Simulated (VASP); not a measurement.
A run of VASP 6.6.1 is set up as follows.

The input INCAR:

```
ALGO = Normal
EDIFF = 1E-6
ENCUT = 500
GGA = PE
GGA_COMPAT = False
ISIF = 2
ISMEAR = 0
LASPH = True
LCHARG = True
LELF = True
LREAL = False
LVHAR = True
LWAVE = False
NBANDS = 42
NELM = 120
PREC = Accurate
SIGMA = 0.2
```

File KPOINTS:

```
k-points
0
Gamma
  4 4 4
```

The input POSCAR:

```
Zr2Si4GePd
1.0
    0.0000000000      5.3720505521      5.3720505521
    5.3720505521      0.0000000000      5.3720505521
    5.3720505521      5.3720505521      0.0000000000
Zr Si Ge Pd
2 4 1 1
Direct
    0.2500000000      0.2500000000      0.2500000000
    0.0000000000      0.0000000000      0.0000000000
    0.3794975769      0.3794975769      0.3794975769
    0.3794975769      0.3794975769      0.8615072694
    0.3794975769      0.8615072694      0.3794975769
    0.8615072694      0.3794975769      0.3794975769
    0.5000000000      0.5000000000      0.5000000000
    0.7500000000      0.7500000000      0.7500000000
```

Potentials or basis: VASP PAW PBE potentials, release 64 (Zr_sv, Si, Ge_d, Pd).

Launch:

```sh
$ cat potpaw_PBE.64/Zr_sv/POTCAR potpaw_PBE.64/Si/POTCAR potpaw_PBE.64/Ge_d/POTCAR potpaw_PBE.64/Pd/POTCAR > POTCAR
$ mpirun -np 1 vasp_std > vasp.out
```

(1) What does it give for the band gap on the k mesh?

(2) Estimate the largest force.

(3) What does it give for the pressure?

Results:

(1) zero (bands 32 and 33 overlap by 0.22 eV).

(2) 0.010 eV/Å.

(3) -0.1 GPa.
